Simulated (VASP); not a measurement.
# Li in VASP: notebook

Li is run at these levels: PBE, PBEsol; tasks: single point.

Program: VASP 6.6.1. These are calculated values, not measurements. Logs are shortened: lines on timing, memory, paths and dates and some standing lists are left out, and cuts for length are marked.

## 1. The cell of the first run

The typed cell holds 3 atoms: a = 7.797 Å, b = 7.797 Å, c = 7.797 Å, α = 22.94°, β = 22.94°, γ = 22.94°.

## 2. Single point, PBE (atoms moved at random)

INCAR reads:

```
SYSTEM = Li
PREC = Accurate
ENCUT = 520
EDIFF = 1E-6
ISMEAR = -1
SIGMA = 0.05
LREAL = .FALSE.
LASPH = .TRUE.
NELM = 80
ALGO = Fast
ISIF = 2
LWAVE = .FALSE.
LCHARG = .FALSE.
GGA = PE
NBANDS = 12
```

KPOINTS reads:

```
Automatic mesh
0
G
  10 10 10
  0 0 0
```

POSCAR reads:

```
Li
1.0
    1.5505000000      0.8951815924      7.5883000000
   -1.5505000000      0.8951815924      7.5883000000
    0.0000000000     -1.7903631848      7.5883000000
Li
3
Direct
    0.7795380000      0.7732570000      0.7740720000
    0.2107960000      0.2341110000      0.2211290000
    0.0055670000      0.0043400000     -0.0108240000
```

Potentials or basis: VASP PAW PBE potentials, release 64 (Li_sv).

Started as:

```
> cat potpaw_PBE.64/Li_sv/POTCAR > POTCAR
> mpirun -np 1 vasp_std > vasp.out
```

OUTCAR:

```text
SYSTEM = Li
   PREC = Accurate
   ENCUT = 520
   EDIFF = 1E-6
   ISMEAR = -1
   LREAL = .FALSE.
   LASPH = .TRUE.
   NELM = 80
   ISIF = 2
   GGA = PE

 ion  position               nearest neighbor table
   1  0.780  0.773  0.774-
   2  0.211  0.234  0.221-
   3  0.006  0.004  0.989-

  LATTYP: Found a trigonal (rhomboedric) cell.
 ALAT       =     7.7966465370
 COS(alpha) =     0.9209033946

  Lattice vectors:

 A1 = (   1.5505000000,   0.8951815924,   7.5883000000)
 A2 = (  -1.5505000000,   0.8951815924,   7.5883000000)
 A3 = (   0.0000000000,  -1.7903631848,   7.5883000000)

Analysis of symmetry for initial positions (statically):
=====================================================================
 Subroutine PRICEL returns:
 Original cell was already a primitive cell.

 Routine SETGRP: Setting up the symmetry group for a
 trigonal (rhombohedral) supercell.

 Subroutine GETGRP returns: Found  1 space group operations
 (whereof  1 operations were pure point group operations)
 out of a pool of 12 trial point group operations.

The static configuration has the point symmetry C_1 .

Analysis of symmetry for dynamics (positions and initial velocities):
=====================================================================
 Subroutine PRICEL returns:
 Original cell was already a primitive cell.

 Routine SETGRP: Setting up the symmetry group for a
 trigonal (rhombohedral) supercell.

 Subroutine GETGRP returns: Found  1 space group operations
 (whereof  1 operations were pure point group operations)
 out of a pool of 12 trial point group operations.

The dynamic configuration has the point symmetry C_1 .

 Subroutine INISYM returns: Found  1 space group operations
 (whereof  1 operations are pure point group operations),
 and found     1 'primitive' translations

----------------------------------------------------------------------------------------

                                     Primitive cell

  volume of cell :      63.1944

  direct lattice vectors                    reciprocal lattice vectors
     1.550500000  0.895181592  7.588300000     0.322476620  0.186181964  0.043927274
    -1.550500000  0.895181592  7.588300000    -0.322476620  0.186181964  0.043927274
     0.000000000 -1.790363185  7.588300000     0.000000000 -0.372363927  0.043927274

  length of vectors
     7.796646537  7.796646537  7.796646537     0.374945996  0.374945996  0.374945996

  position of ions in fractional coordinates (direct lattice)
     0.779538000  0.773257000  0.774072000
     0.210796000  0.234111000  0.221129000
     0.005567000  0.004340000  0.989176000

  ion indices of the primitive-cell ions
   primitive index   ion index
                 1           1
                 2           2
                 3           3

----------------------------------------------------------------------------------------

 KPOINTS: Automatic mesh

Automatic generation of k-mesh.
 Grid dimensions read from file:
 generate k-points for:   10   10   10

 Generating k-lattice:

  Cartesian coordinates                     Fractional coordinates (reciprocal lattice)
     0.032247662  0.018618196  0.004392727     0.100000000  0.000000000  0.000000000
    -0.032247662  0.018618196  0.004392727     0.000000000  0.100000000  0.000000000
     0.000000000 -0.037236393  0.004392727     0.000000000  0.000000000  0.100000000

  Length of vectors
     0.037494600  0.037494600  0.037494600

  Shift w.r.t. Gamma in fractional coordinates (k-lattice)
     0.000000000  0.000000000  0.000000000

 Subroutine IBZKPT returns following result:
 ===========================================

 Found    504 irreducible k-points:

 Following reciprocal coordinates:
            Coordinates               Weight
  0.000000  0.000000  0.000000      1.000000
  0.100000 -0.000000  0.000000      2.000000
 -0.000000  0.100000  0.000000      2.000000
  0.000000  0.000000  0.100000      2.000000
  0.200000 -0.000000  0.000000      2.000000
 -0.000000  0.200000  0.000000      2.000000
[... 16 lines left out ...]
 -0.100000 -0.200000 -0.000000      2.000000
  0.100000  0.000000  0.200000      2.000000
 [... further k-points ...]
   k-points           NKPTS =    504   k-points in BZ     NKDIM =    504   number of bands    NBANDS=     12
   number of dos      NEDOS =    301   number of ions     NIONS =      3
   total plane-waves  NPLWV = 216000
   dimension x,y,z NGX =    60 NGY =   60 NGZ =   60
   dimension x,y,z NGXF=   120 NGYF=  120 NGZF=  120
   ions per type =               3
   NGX,Y,Z   is equivalent  to a cutoff of  12.79, 12.79, 12.79 a.u.
   NGXF,Y,Z  is equivalent  to a cutoff of  25.59, 25.59, 25.59 a.u.
 SYSTEM =  Li
   PREC   = accura    normal or accurate (medium, high low for compatibility)
   ISTART =      0    job   : 0-new  1-cont  2-samecut
   ICHARG =      2    charge: 1-file 2-atom 10-const
   ISPIN  =      1    spin polarized calculation?
   LNONCOLLINEAR =      F non collinear calculations
   LSORBIT =      F    spin-orbit coupling
   LASPH  =      T    aspherical Exc in radial PAW
   ENCUT  =  520.0 eV  38.22 Ry    6.18 a.u.  14.50 14.50 14.50*2*pi/ulx,y,z
   NELM   =     80;   NELMIN=  2; NELMDL= -5     # of ELM steps
   EDIFF  = 0.1E-05   stopping-criterion for ELM
   LREAL  =      F    real-space projection
   EDIFFG = 0.1E-04   stopping-criterion for IOM
   NSW    =      0    number of steps for IOM
   IBRION =     -1    ionic relax: 0-MD 1-quasi-New 2-CG
   NFREE  =      0    steps in history (QN), initial steepest desc. (CG)
   ISIF   =      2    stress and relaxation
   ISYM   =      2    0-nonsym 1-usesym 2-fastsym
   POTIM  = 0.5000    time-step for ionic-motion
   TEBEG  =    0.0;   TEEND  =   0.0 temperature during run
   PSTRESS=    0.0 pullay stress
   NELECT =       9.0000    total number of electrons
   NUPDOWN=      -1.0000    fix difference up-down
   EMIN   =  10.00;   EMAX   =-10.00  energy-range for DOS
   EFERMI =   0.00;   METHOD = LEGACY
   ISMEAR =    -1;   SIGMA  =   0.05  broadening in eV -4-tet -1-fermi 0-gaus
   EFERMI_NEDOS =   21; number of points for ismear=-14 and -15
   IALGO  =     68    algorithm
   IMIX   =      4    mixing-type and parameters
     AMIX     =   0.40;   BMIX     =  1.00
     AMIX_MAG =   1.60;   BMIX_MAG =  1.00
  volume/ion in A,a.u.               =      21.06       142.15
  Fermi-wavevector in a.u.,A,eV,Ry     =   0.854928  1.615579  9.944520  0.730902
  Thomas-Fermi vector in A             =   1.971599
   LORBIT       =      0    0 simple, 1 ext, 2 COOP (PROOUT), +10 PAW based schemes
   GGA     = PE    functional components
   LHFCALC =     F    Hartree Fock is set to
   AEXX    =    0.0000 exact exchange contribution
   IVDW    =     0    specifies the selected vdW correction
   LEPSILON=     F    determine dielectric tensor
   LRPA    =     F    only Hartree local field effects (RPA)
 non-spin polarized calculation
 RMM-DIIS sequential band-by-band and
  energy-cutoff  :      520.00
  volume of cell :       63.19
 maximum number of plane-waves:      1718
 NGX is ok and might be reduce to    60
   NGX = 29   NGY = 29   NGZ = 29

 number of electron       9.0000007 magnetization

 Free energy of the ion-electron system (eV)
  ---------------------------------------------------
  ext. energy  EPLUGINS =         0.00000000
  ---------------------------------------------------
  free energy    TOTEN  =        -5.72051535 eV

  energy without entropy =       -5.70826100  energy(sigma->0) =       -5.71438817

 E-fermi :   0.4785     XC(G=0):  -6.9514

 val. band max:        0.4654947055   @ k =   0.0000   0.0000   0.5000
 cond. band min:       0.4795815266   @ k =   0.1000   0.1000  -0.4000
 fundamental gap:      0.0140868212
 Fermi energy:         0.4785406951

 k-point     1 :       0.0000    0.0000    0.0000
  band No.  band energies     occupation
      1     -46.0984      2.00000
      2     -46.0746      2.00000
      3     -46.0497      2.00000
      4      -2.9910      2.00000
      5      -1.0591      2.00000
      6      -1.0520      2.00000
      7       5.9872      0.00000
      8       6.1241      0.00000
      9      12.9688      0.00000
     10      13.0142      0.00000
     11      13.0792      0.00000
     12      13.1179      0.00000

 k-point     2 :       0.1000   -0.0000    0.0000
  band No.  band energies     occupation
      1     -46.0974      2.00000
      2     -46.0737      2.00000
      3     -46.0488      2.00000
      4      -2.8323      2.00000
      5      -1.0126      2.00000
      6      -0.7616      2.00000
      7       5.8621      0.00000
      8       6.4371      0.00000
      9      11.3489      0.00000
     10      11.9908      0.00000
     11      12.1808      0.00000
     12      12.4667      0.00000

 k-point     3 :      -0.0000    0.1000    0.0000
  band No.  band energies     occupation
      1     -46.0974      2.00000
      2     -46.0737      2.00000
      3     -46.0488      2.00000
      4      -2.8323      2.00000
      5      -1.0129      2.00000
      6      -0.7619      2.00000
      7       5.8624      0.00000
      8       6.4378      0.00000
      9      11.3494      0.00000
     10      12.0052      0.00000
     11      12.1741      0.00000
     12      12.4799      0.00000
[... 286 lines left out ...]
 k-point    23 :      -0.1000   -0.2000   -0.0000
  band No.  band energies     occupation
      1     -46.0954      2.00000
      2     -46.0719      2.00000
      3     -46.0472      2.00000
      4      -2.5009      2.00000
      5      -0.9254      2.00000
      6      -0.1621      1.99999
      7       5.5148      0.00000
      8       7.1456      0.00000
      9       9.9302      0.00000
     10      10.3550      0.00000
     11      10.5676      0.00000
     12      11.4201      0.00000

 k-point    24 :       0.1000    0.0000    0.2000
  band No.  band energies     occupation
      1     -46.0954      2.00000
      2     -46.0719      2.00000
      3     -46.0472      2.00000
      4      -2.5009      2.00000
      5      -0.9254      2.00000
      6      -0.1622      1.99999
      7       5.5148      0.00000
      8       7.1464      0.00000
      9       9.9277      0.00000
     10      10.3560      0.00000
     11      10.5666      0.00000
     12      11.4196      0.00000

 [... further k-points ...]
[... 5 lines left out ...]
  --------------------------------------------------------------------------------------
  -------------------------------------------------------------------------------------
  Total       -0.1621600     -0.1608853     -0.3131603     -0.0178028     -0.0000771     -0.0003742
  in kB       -4.1112670     -4.0789489     -7.9396010     -0.4513572     -0.0019557     -0.0094879
  external PRESSURE =      -5.3766056 kB  Pullay stress =       0.0000000 kB

 VOLUME and BASIS-vectors are now :
 -----------------------------------------------------------------------------
  energy-cutoff  :      520.00
  volume of cell :       63.19
      direct lattice vectors                 reciprocal lattice vectors
     1.550500000  0.895181592  7.588300000     0.322476620  0.186181964  0.043927274
    -1.550500000  0.895181592  7.588300000    -0.322476620  0.186181964  0.043927274
     0.000000000 -1.790363185  7.588300000     0.000000000 -0.372363927  0.043927274

 POSITION                                       TOTAL-FORCE (eV/Angst)
 -----------------------------------------------------------------------------------
      0.00974      0.00416     17.65696        -0.004310      0.002492      0.048278
     -0.03615      0.00237      5.05408         0.006959      0.002415     -0.024922
      0.00190     -1.76212      7.58134        -0.002648     -0.004907     -0.023355
 -----------------------------------------------------------------------------------
    total drift:                               -0.000005      0.000011      0.000096

  FREE ENERGIE OF THE ION-ELECTRON SYSTEM (eV)
  ---------------------------------------------------
  free  energy   TOTEN  =        -5.7205153472 eV

  energy  without entropy=       -5.7082609985  energy(sigma->0) =       -5.71438817
```

It took 34 min on 1 thread of Intel Xeon Platinum 8488C (Sapphire Rapids), shared host; peak memory 0.61 GiB.

What came out:

```
Free energy            : -5.7205 eV
Largest force          : 0.049 eV/Å
Band gap on the k mesh : zero (an odd number of electrons rules out a gap without spin polarisation)
```

Forces in eV/Å, atoms in the order of the input:
```
Li  -0.004  0.002  0.048
Li   0.007  0.002 -0.025
Li  -0.003 -0.005 -0.023
```

Levels at points of the mesh, in eV from the Fermi level:
```
           k point  band 1  band 2  band 3  band 4  band 5  band 6  band 7  band 8  band 9  band 10
(0.00, 0.00, 0.00)  -46.58  -46.55  -46.53   -3.47   -1.54   -1.53    5.51    5.65   12.49    12.54
(0.50, 0.00, 0.00)  -46.57  -46.54  -46.52   -0.04    0.87    1.10    3.60    3.77    4.41     8.25
(0.00, 0.50, 0.00)  -46.57  -46.54  -46.52    0.01    0.80    1.06    3.67    3.82    4.40     8.26
(0.00, 0.00, 0.50)  -46.57  -46.54  -46.52   -0.01    0.83    1.08    3.64    3.80    4.40     8.24
(0.50, 0.50, 0.00)  -46.57  -46.54  -46.52    0.28    0.35    1.18    3.16    4.32    5.45     6.67
(0.50, 0.00, 0.50)  -46.57  -46.54  -46.52    0.30    0.35    1.13    3.17    4.36    5.41     6.72
(0.00, 0.50, 0.50)  -46.57  -46.54  -46.52    0.27    0.34    1.22    3.13    4.27    5.49     6.61
(0.50, 0.50, 0.50)  -46.58  -46.55  -46.53   -2.99   -2.97    0.05    2.85   10.21   10.39    12.17
```

Caveat: the cell differs from its parent crystal (atoms moved at random); the cutoff is under 1.25 times the usual one of these potentials, so pressure, stress and relaxed cells hold a basis-set (Pulay) error.

(Part 1 of 2 ends here.)
